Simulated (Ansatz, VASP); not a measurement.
**One calculation of SiC, two programs**

```
Si C
1.0
     1.53890   -2.66750    0.00000
     1.53890    2.66750    0.00000
     0.00000    0.00000   15.12190
Si C
6 6
Direct
  0.16666 0.83334 0.85772
  0.83334 0.16666 0.35772
  0.50011 0.49989 0.52451
  0.49989 0.50011 0.02451
  0.83344 0.16656 0.69122
  0.16656 0.83344 0.19122
  0.50018 0.49982 0.64981
  0.49982 0.50018 0.14981
  0.16662 0.83338 0.98268
  0.83338 0.16662 0.48268
  0.83340 0.16660 0.81619
  0.16660 0.83340 0.31619
```

Alike in both runs: functional PBE; k mesh 10 × 10 × 2; occupations fermi-dirac, width 0.02 eV; no spin polarisation.

Ansatz relaxed the structure, and its values are those at the end. VASP's run is a single point on that final structure, the one shown.

|  | VASP | Ansatz |
| --- | --- | --- |
| version | VASP 6.6.1 | Ansatz 0.2.0 |
| potentials or method | VASP PAW PBE potentials, release 64 (Si, C) | plane-wave PAW, scalar-relativistic |
| plane-wave cutoff (eV) | 520 | 420 |
| valence electrons in the cell | 48 | 48 |

|  | VASP | Ansatz | Ansatz less VASP |
| --- | --- | --- | --- |
| gap on the k mesh at the Fermi level (eV) | 2.02 | 2.02 | +0.002 |
| pressure (GPa) | 3.2 | 3.2 | +0.06 |

The functional is the same, so the differences come from potentials, cutoffs and numerics. Ansatz's warnings: stress scf threshold loose.
